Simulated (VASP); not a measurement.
Here is a VASP 6.6.1 calculation.

File INCAR:

```
PREC     = Accurate       # precision mode
ENCUT    = 520            # plane-wave cutoff, eV
EDIFF    = 1E-6           # SCF threshold, eV
ISMEAR   = 0              # smearing method
SIGMA    = 0.15           # smearing width, eV
LREAL    = False          # projectors in reciprocal space
LASPH    = True           # aspherical terms in the spheres
NELM     = 100            # most SCF steps
ALGO     = Fast           # electronic algorithm
ISIF     = 2              # what is computed and relaxed
LWAVE    = False          # write WAVECAR
LCHARG   = False          # write CHGCAR
GGA      = PE             # functional
NBANDS   = 13             # bands
```

File KPOINTS:

```
Automatic mesh
0
Gamma
  22 22 22
```

POSCAR

```
Mo
1.0
    0.0000000000      2.2180023110      1.6286790970
    2.2180023110      0.0000000000      1.6286790970
    2.2180023110      2.2180023110      0.0000000000
Mo
1
Direct
    0.0000000000      0.0000000000      0.0000000000
```

Potentials or basis: VASP PAW PBE potentials, release 64 (Mo_sv).

Run with:

```sh
$ cat potpaw_PBE.64/Mo_sv/POTCAR > POTCAR
$ mpirun -np 1 vasp_std > vasp.out
```

Predict the band gap on the k mesh.

zero (band 7 reaches 15.96 eV, above the bottom of band 8 at 11.09 eV).

What does it give for the pressure?

-3.0 GPa.

Stress tensor (GPa, compression positive):
```
  0.50   0.00   0.00
  0.00   0.50   0.00
  0.00   0.00 -10.01
```
